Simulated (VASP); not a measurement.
Set up this calculation in VASP 6.6.1, as the native input.

```yaml
Task: single point
Functional: RPBE
Potentials_or_basis: VASP PAW PBE potentials, release 64 (Ag)
Cutoff: 520 eV
k_mesh: 13 × 13 × 13
Occupations: fermi-dirac, width 0.1 eV
Spin: no spin polarisation
Dipole_correction: no
Further_INCAR_settings: ALGO = Normal; EDIFF = 1e-06; NBANDS = 12
```

The structure of Ag lies in POSCAR:

```
Ag
1.0
    2.6834837157      0.0000000000      0.0000000000
    0.0000000000      2.6834837157      0.0000000000
    0.0000000000      0.0000000000      2.6834837157
Ag
1
Direct
    0.0000000000      0.0000000000      0.0000000000
```

This cell differs from its parent crystal: volume scaled by 0.88.

One way to write it, as run:

INCAR

```
SYSTEM = Ag
ALGO = Normal ; EDIFF = 1E-6
ENCUT = 520 ; GGA = RP
ISIF = 2 ; ISMEAR = -1
LASPH = .TRUE. ; LCHARG = .FALSE.
LREAL = .FALSE. ; LWAVE = .FALSE.
NBANDS = 12 ; NELM = 60
PREC = Accurate ; SIGMA = 0.1
```

KPOINTS

```
k-points
0
G
  13 13 13
  0 0 0
```

Potentials or basis: VASP PAW PBE potentials, release 64 (Ag).

Launch:

```console
$ cat potpaw_PBE.64/Ag/POTCAR > POTCAR
$ mpirun -np 1 vasp_std > vasp.out
```

Results of the run:

```
Pressure : 9.5 GPa
```

Caveat: the PAW data sets were made with another functional, which shifts forces and pressure a little.

Wall time 15 s on 1 thread of Intel Xeon 8259CL (shared host), peak memory 0.13 GiB.
